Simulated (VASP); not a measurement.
# PbO in VASP: a series of runs

PbO is run at these levels: PBEsol; tasks: single point.

Everything below comes from runs of VASP 6.6.1. Logs are shortened: lines on timing, memory, paths and dates and some standing lists are left out, and cuts for length are marked.

### 1 The cell of the first run

The cell holds a slab with vacuum, 8 atoms: a = 3.988 Å, b = 3.988 Å, c = 22.444 Å, α = 90.00°, β = 90.00°, γ = 90.00°.

### 2 Single point, PBEsol

The input, INCAR:

```
PREC = Accurate ; ENCUT = 520
EDIFF = 1E-6 ; ISMEAR = 0
SIGMA = 0.05 ; LREAL = False
LASPH = True ; NELM = 60
ALGO = Normal ; ISIF = 2
LWAVE = False ; LCHARG = True
LDIPOL = True ; IDIPOL = 3
DIPOL = 0.5 0.5 0.500 ; GGA = PS
LELF = True ; LVHAR = True
LVACPOTAV = True ; NBANDS = 50
```

The input, KPOINTS:

```
regular mesh
0
Gamma
  7 7 1
```

The input, POSCAR:

```
PbO
1.0
    3.9879609043      0.0000000000      0.0000000000
    0.0000000000      3.9879609043      0.0000000000
    0.0000000000      0.0000000000     22.4438944762
Pb O
4 4
Direct
    0.0000000000      0.5000000000      0.3341666041
    0.5000000000      0.0000000000      0.4396990054
    0.0000000000      0.5000000000      0.5603009946
    0.5000000000      0.0000000000      0.6658333959
    0.0000000000      0.0000000000      0.3869328047
    0.5000000000      0.5000000000      0.3869328047
    0.0000000000      0.0000000000      0.6130671953
    0.5000000000      0.5000000000      0.6130671953
```

Potentials or basis: VASP PAW PBE potentials, release 64 (Pb_d, O).

Run with:

```console
cat potpaw_PBE.64/Pb_d/POTCAR potpaw_PBE.64/O/POTCAR > POTCAR
mpirun -np 1 vasp_std > vasp.out
```

OUTCAR:

```text
PREC = Accurate
   ENCUT = 520
   EDIFF = 1E-6
   ISMEAR = 0
   LREAL = False
   LASPH = True
   NELM = 60
   ISIF = 2
   GGA = PS

 ion  position               nearest neighbor table
   1  0.000  0.500  0.334-   5 2.32   6 2.32   5 2.32   6 2.32   2 3.68   2 3.68   2 3.68   2 3.68

   2  0.500  0.000  0.440-   5 2.32   6 2.32   6 2.32   5 2.32   1 3.68   1 3.68   1 3.68   1 3.68
                             3 3.91   3 3.91   3 3.91   3 3.91
   3  0.000  0.500  0.560-   7 2.32   8 2.32   7 2.32   8 2.32   4 3.68   4 3.68   4 3.68   4 3.68
                             2 3.91   2 3.91   2 3.91   2 3.91
   4  0.500  0.000  0.666-   7 2.32   8 2.32   8 2.32   7 2.32   3 3.68   3 3.68   3 3.68   3 3.68

   5  0.000  0.000  0.387-   1 2.32   1 2.32   2 2.32   2 2.32
   6  0.500  0.500  0.387-   1 2.32   1 2.32   2 2.32   2 2.32
   7  0.000  0.000  0.613-   4 2.32   4 2.32   3 2.32   3 2.32
   8  0.500  0.500  0.613-   4 2.32   4 2.32   3 2.32   3 2.32

  LATTYP: Found a simple tetragonal cell.
 ALAT       =     3.9879609043
 C/A-ratio  =     5.6279123629

  Lattice vectors:

 A1 = (   3.9879609043,   0.0000000000,   0.0000000000)
 A2 = (   0.0000000000,   3.9879609043,   0.0000000000)
 A3 = (   0.0000000000,   0.0000000000,  22.4438944762)

Analysis of symmetry for initial positions (statically):
=====================================================================
 Subroutine PRICEL returns:
 Original cell was already a primitive cell.

 Routine SETGRP: Setting up the symmetry group for a
 simple tetragonal supercell.

 Subroutine GETGRP returns: Found 16 space group operations
 (whereof  8 operations were pure point group operations)
 out of a pool of 16 trial point group operations.

The static configuration has the point symmetry D_2d.
 The point group associated with its full space group is D_4h.

Analysis of symmetry for dynamics (positions and initial velocities):
=====================================================================
 Subroutine PRICEL returns:
 Original cell was already a primitive cell.

 Routine SETGRP: Setting up the symmetry group for a
 simple tetragonal supercell.

 Subroutine GETGRP returns: Found 16 space group operations
 (whereof  8 operations were pure point group operations)
 out of a pool of 16 trial point group operations.

The dynamic configuration has the point symmetry D_2d.
 The point group associated with its full space group is D_4h.

 Subroutine INISYM returns: Found 16 space group operations
 (whereof  8 operations are pure point group operations),
 and found     1 'primitive' translations

[... 106 lines left out ...]
   ISMEAR =     0;   SIGMA  =   0.05  broadening in eV -4-tet -1-fermi 0-gaus
   EFERMI_NEDOS =   21; number of points for ismear=-14 and -15
   IALGO  =     38    algorithm
   IMIX   =      4    mixing-type and parameters
     AMIX     =   0.40;   BMIX     =  1.00
     AMIX_MAG =   1.60;   BMIX_MAG =  1.00
  volume/ion in A,a.u.               =      44.62       301.10
  Fermi-wavevector in a.u.,A,eV,Ry     =   0.994424  1.879188 13.454510  0.988879
  Thomas-Fermi vector in A             =   2.126374
   LORBIT       =      0    0 simple, 1 ext, 2 COOP (PROOUT), +10 PAW based schemes
   GGA     = PS    functional components
   LHFCALC =     F    Hartree Fock is set to
   AEXX    =    0.0000 exact exchange contribution
   IVDW    =     0    specifies the selected vdW correction
   LEPSILON=     F    determine dielectric tensor
   LRPA    =     F    only Hartree local field effects (RPA)
 non-spin polarized calculation
 Gauss-broadening in eV      SIGMA  =   0.05
  energy-cutoff  :      520.00
  volume of cell :      356.94
 maximum number of plane-waves:      9665
 NGX is ok and might be reduce to    30
   NGX = 15   NGY = 15   NGZ = 83

 dipolmoment           0.000000      0.000000     -0.000000 electrons x Angstroem

 number of electron      79.9999992 magnetization

 dipolmoment           0.000000      0.000000      0.000000 electrons x Angstroem

 Free energy of the ion-electron system (eV)
  ---------------------------------------------------
  ext. energy  EPLUGINS =         0.00000000
  ---------------------------------------------------
  free energy    TOTEN  =       -45.59737933 eV

  energy without entropy =      -45.59737933  energy(sigma->0) =      -45.59737933

 E-fermi :  -0.0394     XC(G=0):  -5.0233

 val. band max:       -0.2737321166   @ k =   0.1429   0.0000   0.0000
 cond. band min:       1.8446635739   @ k =   0.0000   0.0000   0.0000
 fundamental gap:      2.1183956906
 Fermi energy:        -0.0394022302

 k-point     1 :       0.0000    0.0000    0.0000
  band No.  band energies     occupation
      1     -18.3679      2.00000
      2     -18.3571      2.00000
      3     -17.8247      2.00000
      4     -17.8179      2.00000
      5     -15.9867      2.00000
      6     -15.9867      2.00000
[... 519 lines left out ...]
     49       5.8943      0.00000
     50       5.9568      0.00000

------------------------ aborting loop because EDIFF is reached ----------------------------------------

  FORCE on cell =-STRESS in cart. coord.  units (eV):
  Direction    XX          YY          ZZ          XY          YZ          ZX
  --------------------------------------------------------------------------------------
  -------------------------------------------------------------------------------------
  Total       -0.0476272     -0.0476272      0.2211868      0.0000000      0.0000000      0.0000000
  in kB       -0.2137795     -0.2137795      0.9928185      0.0000000      0.0000000      0.0000000
  external PRESSURE =       0.1884199 kB  Pullay stress =       0.0000000 kB

 VOLUME and BASIS-vectors are now :
 -----------------------------------------------------------------------------
  energy-cutoff  :      520.00
  volume of cell :      356.94
      direct lattice vectors                 reciprocal lattice vectors
     3.987960904  0.000000000  0.000000000     0.250754715  0.000000000  0.000000000
     0.000000000  3.987960904  0.000000000     0.000000000  0.250754715  0.000000000
     0.000000000  0.000000000 22.443894476     0.000000000  0.000000000  0.044555547

 POSITION                                       TOTAL-FORCE (eV/Angst)
 -----------------------------------------------------------------------------------
      0.00000      1.99398      7.50000         0.000000      0.000000     -0.070450
      1.99398      0.00000      9.86856        -0.000000      0.000000      0.084086
      0.00000      1.99398     12.57534         0.000000      0.000000     -0.084086
      1.99398      0.00000     14.94389        -0.000000      0.000000      0.070450
      0.00000      0.00000      8.68428         0.000000      0.000000     -0.007918
      1.99398      1.99398      8.68428         0.000000     -0.000000     -0.007918
      0.00000      0.00000     13.75962         0.000000      0.000000      0.007918
      1.99398      1.99398     13.75962         0.000000      0.000000      0.007918
 -----------------------------------------------------------------------------------
    total drift:                                0.000000      0.000000      0.000000

  FREE ENERGIE OF THE ION-ELECTRON SYSTEM (eV)
  ---------------------------------------------------
  free  energy   TOTEN  =       -45.5973793265 eV

  energy  without entropy=      -45.5973793265  energy(sigma->0) =      -45.59737933

 vacuum level on the upper side and lower side of the slab         4.082         4.082
```

stdout:

```text
POSCAR found type information on POSCAR PbO
 POSCAR found :  2 types and       8 ions
 scaLAPACK will be used
 -----------------------------------------------------------------------------
|                                                                             |
[... 23 lines left out ...]
|     field-free region was found. Please increase the size of  your cell     |
|     in the dimension of the dipole correction to obtain accurate            |
|     workfunction values.                                                    |
|                                                                             |
 -----------------------------------------------------------------------------
```

Wall time 7.6 min (1 thread of Intel Xeon Platinum 8488C (Sapphire Rapids), shared host); peak memory 0.45 GiB.

What came out:

* Free energy: -45.5974 eV
* Largest force: 0.084 eV/Å
* Band gap on the k mesh: 2.12 eV (least direct gap 2.13 eV)

Forces in eV/Å, atoms in the order of the input:
```
Pb   0.000  0.000 -0.070
Pb   0.000  0.000  0.084
Pb   0.000  0.000 -0.084
Pb   0.000  0.000  0.070
O    0.000  0.000 -0.008
O    0.000  0.000 -0.008
O    0.000  0.000  0.008
O    0.000  0.000  0.008
```

Levels at points of the mesh, in eV from the valence-band top:
```
           k point  band 36  band 37  band 38  band 39  band 40  band 41  band 42  band 43  band 44  band 45
(0.00, 0.00, 0.00)    -1.48    -1.46    -1.46    -0.49    -0.02     2.12     2.25     2.38     4.29     4.64
```

Caveat: the PAW data sets were made with another functional, which shifts forces and pressure a little; spin-orbit coupling is left out, which moves the levels of the heavy elements.

### 3 Single point, PBEsol

The input, INCAR:

```
  PREC = Accurate
  ENCUT = 520
  EDIFF = 1E-6
  ISMEAR = 0
  SIGMA = 0.05
  LREAL = False
  LASPH = True
  NELM = 60
  ALGO = Normal
  ISIF = 2
  LWAVE = False
  LCHARG = False
  LDIPOL = True
  IDIPOL = 3
  DIPOL = 0.5 0.5 0.500
  GGA = PS
  NBANDS = 50
```

KPOINTS is that of step 2.

The input, POSCAR:

```
PbO
1.0
    3.9879609043      0.0000000000      0.0000000000
    0.0000000000      3.9879609043      0.0000000000
    0.0000000000      0.0000000000     22.4438944762
Pb O
4 4
Direct
    0.0000000000      0.5000000000      0.3339680383
    0.5000000000      0.0000000000      0.4396850881
    0.0000000000      0.5000000000      0.5603148885
    0.5000000000      0.0000000000      0.6660319529
    0.0000000000      0.0000000000      0.3867982764
    0.5000000000      0.5000000000      0.3867982764
    0.0000000000      0.0000000000      0.6132017397
    0.5000000000      0.5000000000      0.6132017397
```

Potentials or basis: VASP PAW PBE potentials, release 64 (Pb_d, O).

Run with:

```console
cat potpaw_PBE.64/Pb_d/POTCAR potpaw_PBE.64/O/POTCAR > POTCAR
mpirun -np 1 vasp_std > vasp.out
```

Run time: 7.7 min. Hardware: 1 thread of Intel Xeon Platinum 8488C (Sapphire Rapids), shared host; peak memory 0.44 GiB.

It converged, with:

* Free energy: -45.5979 eV
* Largest force: 0.045 eV/Å
* Band gap on the k mesh: 2.13 eV (least direct gap 2.14 eV)

Forces on the atoms (eV/Å):
```
Pb   0.000  0.000 -0.045
Pb   0.000  0.000  0.044
Pb   0.000  0.000 -0.044
Pb   0.000  0.000  0.045
O    0.000  0.000  0.000
O    0.000  0.000  0.000
O    0.000  0.000  0.000
O    0.000  0.000  0.000
```

Levels at points of the mesh, in eV from the valence-band top:
```
           k point  band 38  band 39  band 40  band 41  band 42  band 43
(0.00, 0.00, 0.00)    -1.45    -0.49    -0.01     2.13     2.25     2.38
```

Caveat: the PAW data sets were made with another functional, which shifts forces and pressure a little; spin-orbit coupling is left out, which moves the levels of the heavy elements.
